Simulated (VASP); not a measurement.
Wanted: the native input for a VASP 6.6.1 run.

| Quantity | Value |
| --- | --- |
| Task | single point |
| Functional | PBE |
| Potentials or basis | VASP PAW PBE potentials, release 64 (Te, Pb_d) |
| Cutoff | 520 eV |
| k mesh | 4 × 4 × 4 |
| Occupations | gaussian, width 0.1 eV |
| Spin | no spin polarisation |
| Dipole correction | no |
| Further INCAR settings | ALGO = Normal; EDIFF = 1e-06; NBANDS = 31 |

The structure of Te3Pb2 lies in POSCAR:

```
Te3Pb2
1.0
    5.6717555000      0.0000000000      0.0000000000
    0.0000000000      5.6717555000      0.0000000000
    0.0000000000      0.0000000000      5.6717555000
Te Pb
3 2
Direct
    0.0000000000      0.5000000000      0.5000000000
    0.5000000000      0.0000000000      0.5000000000
    0.5000000000      0.5000000000      0.0000000000
    0.0000000000      0.0000000000      0.0000000000
    0.5000000000      0.5000000000      0.5000000000
```

The input as run:

INCAR

```
PREC = Accurate
ENCUT = 520
EDIFF = 1E-6
ISMEAR = 0
SIGMA = 0.1
LREAL = F
LASPH = T
NELM = 60
ALGO = Normal
ISIF = 2
LWAVE = F
LCHARG = F
GGA = PE
NBANDS = 31
```

KPOINTS

```
Automatic mesh
0
Gamma
  4 4 4
```

Potentials or basis: VASP PAW PBE potentials, release 64 (Te, Pb_d).

Launch:

```bash
$ cat potpaw_PBE.64/Te/POTCAR potpaw_PBE.64/Pb_d/POTCAR > POTCAR
$ mpirun -np 1 vasp_std > vasp.out
```

Results of the run:

The pressure is 3.5 GPa. The band gap on the k mesh is zero (band 23 reaches 5.39 eV, above the bottom of band 24 at 4.09 eV).

Caveat: spin-orbit coupling is left out, which moves the levels of the heavy elements.

It used 89 s of CPU time on 1 thread of AMD EPYC 7R13 Processor (Zen 3) (shared host).
